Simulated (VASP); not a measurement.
The system is KBr.

```
CELL_PARAMETERS angstrom
0.00000 3.33527 3.29664
3.33527 0.00000 3.29664
3.33527 3.33527 0.00000
ATOMIC_POSITIONS crystal
K 0.00000 0.00000 0.00000
Br 0.50000 0.50000 0.50000
```

This cell differs from its parent crystal: epitaxial xy strain +1.0%.

Base run:

- Program: VASP 6.6.1
- Functional: r2SCAN
- Potentials or basis: VASP PAW PBE potentials, release 64 (K_sv, Br)
- Cutoff: 520 eV
- k mesh: 6 × 6 × 6
- Occupations: gaussian, width 0.01 eV
- Spin: no spin polarisation

Its results: band gap on the k mesh 5.02 eV, direct; pressure -0.2 GPa.

Q: The run is repeated on the same cell with these changes: functional from r2SCAN to PBE; k mesh from 6 × 6 × 6 to 4 × 4 × 4. What comes out?

A: Band gap on the k mesh 4.38 eV, direct; pressure 0.4 GPa.

Several settings changed at once, so the effect can't be laid on one alone.

Caveats: the PAW data sets were made with another functional, which shifts forces and pressure a little (some runs).

